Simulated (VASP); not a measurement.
# Br (Cmce) in VASP: G0W0 quasiparticle levels with PBE

Aim: the G0W0 quasiparticle levels of Br with PBE.

Program: VASP 6.6.1. These are calculated values, not measurements. Logs are shortened: lines on timing, memory, paths and dates and some standing lists are left out, and cuts for length are marked.

## Step 1: The cell of the first run

The structure is orthorhombic, space group Cmce (No. 64). The conventional cell has a = 6.726 Å, b = 4.645 Å, c = 8.702 Å, α = 90.00°, β = 90.00°, γ = 90.00°. Within 3.0 Å of Br (site symmetry m) lie 1 Br at 2.29 Å.

## Step 2: G0W0 quasiparticle levels, PBE

File POSCAR:

```
Br
1.0
    3.3632500000     -2.3225500000      0.0000000000
    3.3632500000      2.3225500000      0.0000000000
    0.0000000000      0.0000000000      8.7023000000
Br
4
Direct
    0.3651000000      0.6349000000      0.3901000000
    0.1349000000      0.8651000000      0.8901000000
    0.6349000000      0.3651000000      0.6099000000
    0.8651000000      0.1349000000      0.1099000000
```

File INCAR.step1:

```
PREC = Accurate
ENCUT = 500
EDIFF = 1E-8
ISMEAR = 0
SIGMA = 0.01
LREAL = F
LASPH = T
NELM = 60
ALGO = Normal
LWAVE = T
LCHARG = F
GGA = PE
```

File INCAR.step2:

```
PREC = Accurate
ENCUT = 500
EDIFF = 1E-8
ISMEAR = 0
SIGMA = 0.01
LREAL = F
LASPH = T
NELM = 1
ALGO = Exact
LWAVE = T
LCHARG = F
GGA = PE
NBANDS = 523
LOPTICS = T
ISTART = 1
```

File INCAR.step3:

```
PREC = Accurate
ENCUT = 500
EDIFF = 1E-8
ISMEAR = 0
SIGMA = 0.01
LREAL = F
LASPH = T
ALGO = EVGW0
LWAVE = F
LCHARG = F
GGA = PE
NELMGW = 1
NBANDS = 523
ENCUTGW = 200
NOMEGA = 96
PRECFOCK = Fast
ISTART = 1
NBANDSGW = 22
OMEGAMAX = 30
```

File KPOINTS:

```
regular mesh
0
Gamma
  2 2 1
```

Potentials or basis: VASP PAW PBE potentials, release 64 (Br_GW).

Launch:

```sh
cat potpaw_PBE.64/Br_GW/POTCAR > POTCAR
cp INCAR.step1 INCAR
mpirun -np 1 vasp_std > vasp.out
cp INCAR.step2 INCAR
mpirun -np 1 vasp_std > vasp.out
cp INCAR.step3 INCAR
mpirun -np 1 vasp_std > vasp.out
```

OUTCAR:

```text
PREC = Accurate
   ENCUT = 500
   EDIFF = 1E-8
   ISMEAR = 0
   LREAL = F
   LASPH = T
   GGA = PE
   NELMGW = 1
   ENCUTGW = 200
   PRECFOCK = Fast
   ISTART = 1

 ion  position               nearest neighbor table
   1  0.365  0.635  0.390-   3 2.29
   2  0.135  0.865  0.890-   4 2.29
   3  0.635  0.365  0.610-   1 2.29
   4  0.865  0.135  0.110-   2 2.29

  LATTYP: Found a base centered orthorhombic cell.
 ALAT       =     4.6451000000
 B/A-ratio  =     1.4480850789
 C/A-ratio  =     1.8734365245

  Lattice vectors:

 A1 = (  -3.3632500000,  -2.3225500000,   0.0000000000)
 A2 = (   3.3632500000,  -2.3225500000,   0.0000000000)
 A3 = (   0.0000000000,   0.0000000000,   8.7023000000)

Analysis of symmetry for initial positions (statically):
=====================================================================
 Subroutine PRICEL returns:
 Original cell was already a primitive cell.

 Routine SETGRP: Setting up the symmetry group for a
 base centered orthorhombic supercell.

 Subroutine GETGRP returns: Found  8 space group operations
 (whereof  4 operations were pure point group operations)
 out of a pool of  8 trial point group operations.

The static configuration has the point symmetry C_2h.
 The point group associated with its full space group is D_2h.

Analysis of symmetry for dynamics (positions and initial velocities):
=====================================================================
 Subroutine PRICEL returns:
 Original cell was already a primitive cell.

 Routine SETGRP: Setting up the symmetry group for a
 base centered orthorhombic supercell.

 Subroutine GETGRP returns: Found  8 space group operations
 (whereof  4 operations were pure point group operations)
 out of a pool of  8 trial point group operations.

The dynamic configuration has the point symmetry C_2h.
 The point group associated with its full space group is D_2h.

 Subroutine INISYM returns: Found  8 space group operations
 (whereof  4 operations are pure point group operations),
 and found     1 'primitive' translations

----------------------------------------------------------------------------------------

                                     Primitive cell
[... 36 lines left out ...]
     0.074332863  0.107640309  0.000000000     0.000000000  0.500000000  0.000000000
     0.000000000  0.000000000  0.114912150     0.000000000  0.000000000  1.000000000

  Length of vectors
     0.130812120  0.130812120  0.114912150

  Shift w.r.t. Gamma in fractional coordinates (k-lattice)
     0.000000000  0.000000000  0.000000000

 Subroutine IBZKPT returns following result:
 ===========================================

 Found      3 irreducible k-points:

 Following reciprocal coordinates:
            Coordinates               Weight
  0.000000  0.000000  0.000000      1.000000
  0.500000 -0.000000  0.000000      2.000000
  0.500000  0.500000  0.000000      1.000000
   k-points           NKPTS =      3   k-points in BZ     NKDIM =      4   number of bands    NBANDS=    523
   number of dos      NEDOS =    301   number of ions     NIONS =      4
   total plane-waves  NPLWV =  57600
   dimension x,y,z NGX =    30 NGY =   30 NGZ =   64
   dimension x,y,z NGXF=    60 NGYF=   60 NGZF=  128
   ions per type =               4
   NGX,Y,Z   is equivalent  to a cutoff of  12.20, 12.20, 12.23 a.u.
   NGXF,Y,Z  is equivalent  to a cutoff of  24.40, 24.40, 24.45 a.u.
 SYSTEM =  unknown system
   PREC   = accura    normal or accurate (medium, high low for compatibility)
   ISTART =      1    job   : 0-new  1-cont  2-samecut
   ICHARG =      0    charge: 1-file 2-atom 10-const
   ISPIN  =      1    spin polarized calculation?
   LNONCOLLINEAR =      F non collinear calculations
   LSORBIT =      F    spin-orbit coupling
   LASPH  =      T    aspherical Exc in radial PAW
   ENCUT  =  500.0 eV  36.75 Ry    6.06 a.u.   7.45  7.45 15.87*2*pi/ulx,y,z
   NELM   =     60;   NELMIN=  2; NELMDL=  0     # of ELM steps
   EDIFF  = 0.1E-07   stopping-criterion for ELM
   LREAL  =      F    real-space projection
   EDIFFG = 0.1E-06   stopping-criterion for IOM
   NSW    =      0    number of steps for IOM
   IBRION =     -1    ionic relax: 0-MD 1-quasi-New 2-CG
   NFREE  =      0    steps in history (QN), initial steepest desc. (CG)
   ISIF   =      0    stress and relaxation
   ISYM   =      3    0-nonsym 1-usesym 2-fastsym
   POTIM  = 0.5000    time-step for ionic-motion
   TEBEG  =    0.0;   TEEND  =   0.0 temperature during run
   PSTRESS=    0.0 pullay stress
   NELECT =      28.0000    total number of electrons
   NUPDOWN=      -1.0000    fix difference up-down
   EMIN   =  10.00;   EMAX   =-10.00  energy-range for DOS
   EFERMI =   0.00;   METHOD = LEGACY
   ISMEAR =     0;   SIGMA  =   0.01  broadening in eV -4-tet -1-fermi 0-gaus
   EFERMI_NEDOS =   21; number of points for ismear=-14 and -15
   IALGO  =     38    algorithm
   IMIX   =      4    mixing-type and parameters
     AMIX     =   0.40;   BMIX     =  1.00
     AMIX_MAG =   1.60;   BMIX_MAG =  1.00
  volume/ion in A,a.u.               =      33.99       229.36
  Fermi-wavevector in a.u.,A,eV,Ry     =   0.966788  1.826965 12.717090  0.934680
  Thomas-Fermi vector in A             =   2.096619
   LORBIT       =      0    0 simple, 1 ext, 2 COOP (PROOUT), +10 PAW based schemes
   GGA     = PE    functional components
   LHFCALC =     T    Hartree Fock is set to
   PRECFOCK=fast      Normal, Fast or Accurate (Low or Medium for compatibility)
   ENCUT4O =  -1.0   cutoff for four orbital integrals eV
   NKREDX  =     1    reduce k-point grid by
   NKREDY  =     1    reduce k-point grid by
   NKREDZ  =     1    reduce k-point grid by
   AEXX    =    1.0000 exact exchange contribution
   HFSCREEN=    0.0000 screening length (either q_TF or 0.3 A-1)
   HFSCREENC=   0.0000 screening length for correlation (either q_TF or 0.3 A-1)
   ENCUTFOCK=  -1.0 apply spherical cutoff to Coloumb kernel
   IVDW    =     0    specifies the selected vdW correction
   LEPSILON=     F    determine dielectric tensor
   LRPA    =     F    only Hartree local field effects (RPA)
   LRPAFORCE           =     F    calculate RPA forces
   ENCUTGW             = 200.0    cutoff for response function in eV
   ENCUTGWSOFT         = 160.0    soft cutoff for Coulomb kernel in GW response function in eV
   ENCUTLF             =  -1.0    cutoff for local field effects
   NELMGW              =     1    number of iterations in solving QP/BSE equation
   NELMHF              =     1    number of iterations in the inner HF iteration
   NKREDLFX            =     1    NKREDLFY  =   1   NKREDLFZ  =   1
 non-spin polarized calculation
 Gauss-broadening in eV      SIGMA  =   0.01
  energy-cutoff  :      500.00
  volume of cell :      135.95
 maximum number of plane-waves:      3467
 NGX is ok and might be reduce to    30
  NGX = 16; NGY = 16; NGZ = 36
   NGX = 15   NGY = 15   NGZ = 31
 maximum number of plane-waves:       883

 QP shifts <psi_nk| G(iteration)W_0 |psi_nk>: iteration 1
 for sc-GW calculations column KS-energies equals QP-energies in previous step
 and V_xc(KS)=  KS-energies - (<T + V_ion + V_H > + <T+V_H+V_ion>^1  + <V_x>^1)

 k-point   1 :       0.0000    0.0000    0.0000
  band No.  KS-energies  QP-energies   sigma(KS)   V_xc(KS)     V^pw_x(r,r')   Z            occupation Imag(sigma)

      1     -16.2606     -17.0514     -15.1067     -13.7952     -22.4367       0.6029       2.0000       1.2885
      2     -15.9452     -16.7908     -15.3863     -14.0128     -22.4544       0.6157       2.0000       1.1894
      3     -13.4433     -14.3121     -15.2262     -13.9341     -21.5802       0.6724       2.0000       1.2089
      4     -12.7755     -13.6793     -15.8547     -14.4601     -21.6783       0.6481       2.0000       0.9679
      5      -5.2486      -6.4232     -14.1207     -12.5151     -16.3798       0.7316       2.0000       0.3748
      6      -4.2560      -5.3878     -14.7882     -13.2221     -16.6388       0.7227       2.0000       0.2276
[... 66 lines left out ...]
     21       9.7500      10.0863      -8.1379      -8.5811      -4.0360       0.7587       0.0000      -0.1713
     22      10.6512      11.0403      -8.1281      -8.6408      -3.9260       0.7590       0.0000      -0.2075
```

OUTCAR.step2:

```text
PREC = Accurate
   ENCUT = 500
   EDIFF = 1E-8
   ISMEAR = 0
   LREAL = F
[... 631 lines left out ...]
     0.00000     3.31040     4.78845     5.19846     0.00000     0.00000     0.00000
     1.81553     3.97080     6.92661     6.22368     0.00000     0.00000     0.00000
     3.63106     3.02019     0.87587     2.41455     0.00000     0.00000     0.00000
     5.44659     3.96182     2.97811     6.34501     0.00000     0.00000     0.00000
     7.26212     7.68895     2.72370     3.71041     0.00000     0.00000     0.00000
     9.07765     4.66146     2.61252    -0.88962     0.00000     0.00000     0.00000
[... 92 lines left out ...]
   177.92198     0.99047     0.99109     0.99138     0.00000    -0.00000     0.00000
   179.73751     0.99067     0.99127     0.99156     0.00000    -0.00000     0.00000
```

Wall time 20 min (1 thread of AMD EPYC 7R13, shared host); peak memory 2.5 GiB.

Results:

* Quasiparticle gap: 4.09 eV
* Least direct quasiparticle gap: 4.09 eV
* Band gap of the starting levels on the mesh: 1.90 eV
* Least direct gap of the starting levels on the mesh: 1.92 eV

Caveat: the k points lie up to 0.82 Å⁻¹ apart, too coarse for converged energies, forces and pressures; bands, screening cutoff and mesh are small and nothing is extrapolated, so the quasiparticle values aren't converged.
